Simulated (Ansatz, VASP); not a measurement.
## WSe2: VASP beside Ansatz

INCAR

```
SYSTEM = WSe2
PREC = Accurate
ENCUT = 520
EDIFF = 1E-6
ISMEAR = 0
SIGMA = 0.02
LREAL = .False.
LASPH = .True.
NELM = 60
ALGO = Normal
ISIF = 2
LWAVE = .False.
LCHARG = .False.
GGA = PE
IVDW = 12
NBANDS = 35
```

File KPOINTS:

```
regular mesh
0
Gamma
  12 12 2
  0 0 0
```

POSCAR

```
WSe2
1.0
    3.2298549705      0.0000000000      0.0000000000
   -1.6149274852      2.7971364550      0.0000000000
    0.0000000000      0.0000000000     12.6009309896
W Se
2 4
Direct
    0.6666666667      0.3333333333      0.2500000000
    0.3333333333      0.6666666667      0.7500000000
    0.3333333333      0.6666666667      0.3847818235
    0.6666666667      0.3333333333      0.8847818235
    0.3333333333      0.6666666667      0.1152181765
    0.6666666667      0.3333333333      0.6152181765
```

Input for Ansatz:

```yaml
crystal:
  lattice:
    - [3.2298549705, 0.0, 0.0]
    - [-1.6149274852, 2.797136455, 0.0]
    - [0.0, 0.0, 12.6009309896]
  atoms:
    - { symbol: W, position: [0.6666666667, 0.3333333333, 0.25] }
    - { symbol: W, position: [0.3333333333, 0.6666666667, 0.75] }
    - { symbol: Se, position: [0.3333333333, 0.6666666667, 0.3847818235] }
    - { symbol: Se, position: [0.6666666667, 0.3333333333, 0.8847818235] }
    - { symbol: Se, position: [0.3333333333, 0.6666666667, 0.1152181765] }
    - { symbol: Se, position: [0.6666666667, 0.3333333333, 0.6152181765] }
basis:
  ecutwfc: 420
kpoints:
  mp_grid: { grid: [12, 12, 2] }
  band_path: { path: [VBM, CBM], npoints: 2 }
hamiltonian:
  xc: pbe
  dispersion: d3bj
scf:
  occupations: { method: gaussian, width: 0.02 }
output:
  forces: true
  stress: true
  eigenvalues: true
checkpoint:
  read: start.run
  write: ck
  compress: false
  write_wavefunctions: false
  write_every: 100000
```

Alike in both runs: task single point; functional PBE; dispersion D3(BJ); k mesh 12 × 12 × 2; occupations gaussian, width 0.02 eV; no spin polarisation.

```csv
,VASP,Ansatz
version,VASP 6.6.1,Ansatz 0.2.0
potentials or method,"VASP PAW PBE potentials, release 64 (W_sv, Se), cutoff 520 eV","scalar-relativistic, plane waves, PAW"
valence electrons in the cell,52,92
```

|  | VASP | Ansatz | Ansatz less VASP |
| --- | --- | --- | --- |
| gap on the k mesh at the Fermi level (eV) | 0.80 | 0.81 | +0.005 |
| least direct gap on the mesh (eV) | 1.70 | 1.70 | +0.001 |
| pressure (GPa) | 3.7 | 3.3 | -0.37 |
| traceless stress, the component that is largest in VASP (GPa) | -1.50 | -1.60 | -0.097 |
| rms of the force components (eV/Å) | 0.024 | 0.000 | -0.0241 |

Atom by atom the forces differ by 0.024 eV/Å (rms over components). VASP's potentials hold 52 valence electrons a cell and Ansatz's 92, so a difference there can come from the potentials and not from the codes.

Neither program's run includes spin-orbit coupling.
